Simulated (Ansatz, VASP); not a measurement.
## Two plane-wave programs on Cu4Re3

INCAR

```
PREC = Accurate ; ENCUT = 600
EDIFF = 1E-7 ; ISMEAR = 0
SIGMA = 0.1 ; LREAL = F
LASPH = T ; NELM = 80
ALGO = Normal ; ISIF = 3
LWAVE = F ; LCHARG = F
GGA = PE ; IBRION = 2
NSW = 90 ; EDIFFG = -0.04
```

Contents of KPOINTS:

```
regular mesh
0
Gamma
  4 4 4
```

File POSCAR:

```
Cu4Re3
1.0
    4.6184778700      0.0000000000      0.0000000000
    0.0000000000      4.6184778700      0.0000000000
    0.0000000000      0.0000000000      4.6184778700
Cu Re
4 3
Direct
    0.0000000000      0.0000000000      0.0000000000
    0.0000000000      0.5000000000      0.5000000000
    0.5000000000      0.0000000000      0.5000000000
    0.5000000000      0.5000000000      0.0000000000
    0.5000000000      0.0000000000      0.0000000000
    0.0000000000      0.5000000000      0.0000000000
    0.0000000000      0.0000000000      0.5000000000
```

Input for Ansatz:

```yaml
crystal:
  lattice:
    - [4.61847787, 0.0, 0.0]
    - [0.0, 4.61847787, 0.0]
    - [0.0, 0.0, 4.61847787]
  atoms:
    - { symbol: Cu, position: [0.0, 0.0, 0.0] }
    - { symbol: Cu, position: [0.0, 0.5, 0.5] }
    - { symbol: Cu, position: [0.5, 0.0, 0.5] }
    - { symbol: Cu, position: [0.5, 0.5, 0.0] }
    - { symbol: Re, position: [0.5, 0.0, 0.0] }
    - { symbol: Re, position: [0.0, 0.5, 0.0] }
    - { symbol: Re, position: [0.0, 0.0, 0.5] }
basis:
  ecutwfc: 420
kpoints:
  mp_grid: { grid: [4, 4, 4] }
hamiltonian:
  xc: pbe
scf:
  occupations: { method: gaussian, width: 0.1 }
  lower_state_search: "off"
output:
  forces: true
  stress: true
  eigenvalues: true
relax:
  adjacent_minimum: "off"
  f_tol: 0.04
  max_steps: 70
  cell: { stress_tol: 0.4 }
```

Alike in both runs: task relaxation of cell and atoms; functional PBE; k mesh 4 × 4 × 4; occupations gaussian, width 0.1 eV; no spin polarisation.

```csv
,VASP,Ansatz
version,VASP 6.6.1,Ansatz 0.2.0
potentials or method,"VASP PAW PBE potentials, release 64 (Cu, Re), cutoff 600 eV","scalar-relativistic, plane waves, PAW"
valence electrons in the cell,65,121
```

|  | VASP | Ansatz | Ansatz less VASP |
| --- | --- | --- | --- |
| gap on the k mesh at the Fermi level, each at its own relaxed structure (eV) | none | none | - |
| relaxed volume (Å³/atom) | 16.61 | 16.61 | -0.004 |
| relaxed cell length with the largest relative difference (Å) | 4.881 | 4.881 | -0.0004 |

A gap of «none» marks a metal or a gap that the smearing closes. VASP's potentials hold 65 valence electrons a cell and Ansatz's 121, so a difference there can come from the potentials and not from the codes.

Spin-orbit coupling is off throughout. Noted on VASP's run: the volume moved by over 15 % at a fixed basis, so the end points are rough.
